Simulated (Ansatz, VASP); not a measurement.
# Two plane-wave programs on AgI

```
Ag I
1.0
     0.00000    3.24818    3.24818
     3.24818    0.00000    3.24818
     3.24818    3.24818    0.00000
Ag I
1 1
Direct
  0.00000 0.00000 0.00000
  0.25000 0.25000 0.25000
```

Alike in both runs: task single point; functional PBE; k mesh 6 × 6 × 6; no spin polarisation.

|  | VASP | Ansatz |
| --- | --- | --- |
| version | VASP 6.6.1 | Ansatz 0.2.0 |
| potentials or method | VASP PAW PBE potentials, release 64 (Ag, I) | plane waves, PAW |
| plane-wave cutoff (eV) | 500 | 420 |
| occupations | gaussian, width 0.01 eV | fixed |
| valence electrons in the cell | 18 | 36 |

```csv
,VASP,Ansatz,Ansatz less VASP
gap on the k mesh at the Fermi level (eV),1.34,1.34,-0.003
pressure (GPa),1.8,1.8,+0.05
```

VASP's potentials hold 18 valence electrons a cell and Ansatz's 36, so a difference there can come from the potentials and not from the codes.

Spin-orbit coupling is off throughout.
